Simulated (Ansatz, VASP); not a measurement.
## GaN: VASP beside Ansatz

```
Ga N
1.0
     3.21800    0.00000    0.00000
    -1.60900    2.78687    0.00000
     0.00000    0.00000    5.24302
Ga N
2 2
Direct
  0.33333 0.66667 0.00005
  0.66667 0.33333 0.50005
  0.33333 0.66667 0.37675
  0.66667 0.33333 0.87675
```

Alike in both runs: functional PBE; k mesh 8 × 8 × 5; no spin polarisation.

Ansatz relaxed the structure, and its values are those at the end. VASP's run is a single point on that final structure, the one shown.

```csv
,VASP,Ansatz
version,VASP 6.6.1,Ansatz 0.2.0
potentials or method,"VASP PAW PBE potentials, release 64 (Ga_d, N), cutoff 520 eV","scalar-relativistic, plane waves, PAW"
occupations,"gaussian, width 0.01 eV",fixed
valence electrons in the cell,36,36
```

```tsv
	VASP	Ansatz	Ansatz less VASP
gap on the k mesh at the Fermi level (eV)	1.72	1.71	-0.004
least direct gap on the mesh (eV)	1.72	1.71	-0.004
pressure (GPa)	0.2	0.0	-0.15
```
